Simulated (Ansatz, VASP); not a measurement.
# Ti3C2: VASP beside Ansatz

File POSCAR:

```
Ti3C2
1.0
   -3.0640472894      0.0000000000      0.0000000000
   -1.5320236447     -2.6535427910      0.0000000000
    0.0000000000      0.0000000000     14.9685180878
Ti C
6 4
Direct
    0.3333333333      0.3333333333      0.6001505601
    0.6666666667      0.6666666667      0.0951400441
    0.6666666667      0.6666666667      0.9148809880
    0.3333333333      0.3333333333      0.4098704720
    0.0000000000      0.0000000000      0.7575157741
    0.0000000000      0.0000000000      0.2525052580
    0.6666666667      0.6666666667      0.6708182230
    0.3333333333      0.3333333333      0.1658077070
    0.6666666667      0.6666666667      0.3392028091
    0.3333333333      0.3333333333      0.8442133251
```

The input INCAR.step1:

```
SYSTEM = Ti3C2
  PREC = Accurate
  ENCUT = 520
  ISMEAR = 0
  SIGMA = 0.15
  LREAL = .FALSE.
  LASPH = .TRUE.
  NELM = 80
  NBANDS = 55
  GGA = PE
  ALGO = Normal
  EDIFF = 1E-4
  LWAVE = .TRUE.
  LCHARG = .FALSE.
```

Contents of INCAR.step2:

```
SYSTEM = Ti3C2
  PREC = Accurate
  ENCUT = 520
  EDIFF = 1E-6
  ISMEAR = 0
  SIGMA = 0.15
  LREAL = .FALSE.
  LASPH = .TRUE.
  NELM = 80
  ALGO = Normal
  ISIF = 2
  LWAVE = .FALSE.
  LCHARG = .FALSE.
  METAGGA = R2SCAN
  LMIXTAU = .TRUE.
  NBANDS = 55
  ISTART = 1
```

File KPOINTS:

```
Automatic mesh
0
G
  14 14 3
  0 0 0
```

Input for Ansatz:

```yaml
crystal:
  lattice:
    - [-3.0640472894, 0.0, 0.0]
    - [-1.5320236447, -2.653542791, 0.0]
    - [0.0, 0.0, 14.9685180878]
  atoms:
    - { symbol: Ti, position: [0.3333333333, 0.3333333333, 0.6001505601] }
    - { symbol: Ti, position: [0.6666666667, 0.6666666667, 0.0951400441] }
    - { symbol: Ti, position: [0.6666666667, 0.6666666667, 0.914880988] }
    - { symbol: Ti, position: [0.3333333333, 0.3333333333, 0.409870472] }
    - { symbol: Ti, position: [0.0, 0.0, 0.7575157741] }
    - { symbol: Ti, position: [0.0, 0.0, 0.252505258] }
    - { symbol: C, position: [0.6666666667, 0.6666666667, 0.670818223] }
    - { symbol: C, position: [0.3333333333, 0.3333333333, 0.165807707] }
    - { symbol: C, position: [0.6666666667, 0.6666666667, 0.3392028091] }
    - { symbol: C, position: [0.3333333333, 0.3333333333, 0.8442133251] }
basis:
  ecutwfc: 500
kpoints:
  mp_grid: { grid: [14, 14, 3] }
hamiltonian:
  xc: r2scan
scf:
  occupations: { method: gaussian, width: 0.15 }
output:
  forces: true
  stress: true
  eigenvalues: true
```

Alike in both runs: task single point; functional r2SCAN; k mesh 14 × 14 × 3; occupations gaussian, width 0.15 eV; no spin polarisation.

|  | VASP | Ansatz |
| --- | --- | --- |
| version | VASP 6.6.1 | Ansatz 0.2.0 |
| potentials or method | VASP PAW PBE potentials, release 64 (Ti_sv, C), cutoff 520 eV | scalar-relativistic, plane waves, PAW |
| valence electrons in the cell | 88 | 88 |

VASP gave:

```
gap on the k mesh at the Fermi level (eV)                     : none
pressure (GPa)                                                : 1.4
traceless stress, the component that is largest in VASP (GPa) : 1.56
rms of the force components (eV/Å)                            : 0.091
```

Question: What did Ansatz give for the same quantities?

Answer: gap on the k mesh at the Fermi level (eV): none; pressure (GPa): 0.5; traceless stress, the component that is largest in VASP (GPa): 1.61; rms of the force components (eV/Å): 0.108.

VASP's potentials were made for PBE, not for r2SCAN. Atom by atom the forces differ by 0.039 eV/Å (rms over components). A gap of «none» marks a metal or a gap that the smearing closes.
